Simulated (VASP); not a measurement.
Runs of VASP 6.6.1 on KSrCl3. The structure is that of space group Pm-3m (No. 221), or close to it. The cells are those of the table. 

```tsv
level	cell	gap on the mesh (eV)	pressure (GPa)
r2SCAN	a = 5.692 Å, 5 atoms	5.14	-0.6
r2SCAN	a = 5.747 Å, 5 atoms	(b)	(d)
PBE	a = 5.786 Å, 5 atoms	4.33	-1.0
r2SCAN	a = 5.521 Å, 5 atoms	5.30	1.7
PBE	a = 5.731 Å, 5 atoms	(c)	(a)
r2SCAN	a = 5.579 Å, 5 atoms	5.25	0.8
PBE	a = 5.617 Å, 5 atoms	4.50	0.8
r2SCAN	a = 5.636 Å, 5 atoms	5.19	0.0
```

Alike in all rows: task single point; potentials or basis VASP PAW PBE potentials, release 64 (K_sv, Sr_sv, Cl); no spin polarisation; k mesh 4 × 4 × 4; cutoff (eV) 520; smearing gaussian 0.01 eV.

Task: Estimate the missing entries.

Result: (a) -0.5; (b) 5.08; (c) 4.39; (d) -1.1.

Caveats: the PAW data sets were made with another functional, which shifts forces and pressure a little (some runs).

A k mesh can miss the band edges, and the runs leave out spin-orbit coupling on Sr.
